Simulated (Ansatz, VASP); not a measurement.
## TaN: VASP beside Ansatz

The input INCAR:

```
PREC = Accurate
ENCUT = 520
EDIFF = 1E-6
ISMEAR = 0
SIGMA = 0.15
LREAL = False
LASPH = True
NELM = 100
ALGO = Normal
ISIF = 2
LWAVE = False
LCHARG = False
GGA = PE
NBANDS = 15
```

The input KPOINTS:

```
Automatic mesh
0
Gamma
  18 18 18
```

The input POSCAR:

```
TaN
1.0
    0.0000000000      2.1823877491      2.2595612725
    2.1823877491      0.0000000000      2.2595612725
    2.1823877491      2.1823877491      0.0000000000
Ta N
1 1
Direct
    0.4984171920      0.5015828080      0.5015828080
    0.0204473300     -0.0204473300     -0.0204473300
```

Input for Ansatz:

```yaml
crystal:
  lattice:
    - [0.0, 2.1823877491, 2.2595612725]
    - [2.1823877491, 0.0, 2.2595612725]
    - [2.1823877491, 2.1823877491, 0.0]
  atoms:
    - { symbol: Ta, position: [0.498417192, 0.501582808, 0.501582808] }
    - { symbol: "N", position: [0.02044733, -0.02044733, -0.02044733] }
basis:
  ecutwfc: 520.0
kpoints:
  mp_grid: { grid: [18, 18, 18] }
hamiltonian:
  xc: pbe
  pseudopotentials: { kind: paw, azcp: { folder: soft_1 } }
scf:
  occupations: { method: gaussian, width: 0.15 }
output:
  forces: true
  stress: true
  eigenvalues: true
  write_density: true
  write_potential: true
  elf: true
  volumetric_format: npy
```

Change from the starting cell: mode 4 frozen in at -0.090 Å, strain +e along z and -e/2 along x and y +0.0233.

Alike in both runs: task single point; functional PBE; k mesh 18 × 18 × 18; occupations gaussian, width 0.15 eV; no spin polarisation.

```csv
,VASP,Ansatz
version,VASP 6.6.1,Ansatz 0.2.0
potentials or method,"VASP PAW PBE potentials, release 64 (Ta_pv, N), cutoff 520 eV","scalar-relativistic, plane waves, PAW"
valence electrons in the cell,16,18
```

VASP gave:

| Property | Result |
| --- | --- |
| gap on the k mesh at the Fermi level (eV) | none |
| pressure (GPa) | 3.8 |
| traceless stress, the component that is largest in VASP (GPa) | -13.54 |
| rms of the force components (eV/Å) | 0.526 |

Q: What did Ansatz give for the same quantities?

A: gap on the k mesh at the Fermi level (eV): none; pressure (GPa): 2.8; traceless stress, the component that is largest in VASP (GPa): -13.41; rms of the force components (eV/Å): 0.523.

Atom by atom the forces differ by 0.003 eV/Å (rms over components). A gap of «none» marks a metal or a gap that the smearing closes. VASP's potentials hold 16 valence electrons a cell and Ansatz's 18, so a difference there can come from the potentials and not from the codes.

Neither program's run includes spin-orbit coupling.
